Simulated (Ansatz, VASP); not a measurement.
Ca2BPb: VASP beside Ansatz

```
CELL_PARAMETERS angstrom
5.03082 0.00000 0.00000
0.00000 5.03082 0.00000
0.00000 0.00000 3.86558
ATOMIC_POSITIONS crystal
Ca 0.50000 0.00000 0.50000
Ca 0.00000 0.50000 0.50000
B 0.00000 0.00000 0.00000
Pb 0.50000 0.50000 0.00000
```

Change from the starting cell: species swapped into the ErIn2Sn type (P4/mmm, No. 123).

Alike in both runs: functional PBE; k mesh 4 × 4 × 4; occupations gaussian, width 0.1 eV; no spin polarisation.

Ansatz relaxed the structure, and its values are those at the end. VASP's run is a single point on that final structure, the one shown.

```csv
,VASP,Ansatz
version,VASP 6.6.1,Ansatz 0.2.0
potentials or method,"VASP PAW PBE potentials, release 64 (Ca_sv, B, Pb_d), cutoff 520 eV","scalar-relativistic, plane waves, PAW"
valence electrons in the cell,37,37
```

```csv
,VASP,Ansatz,Ansatz less VASP
gap on the k mesh at the Fermi level (eV),none,none,-
pressure (GPa),0.1,0.1,-0.04
```

A gap of «none» marks a metal or a gap that the smearing closes.

The k mesh is coarse, so the values compare programs but aren't converged. Neither program's run includes spin-orbit coupling.
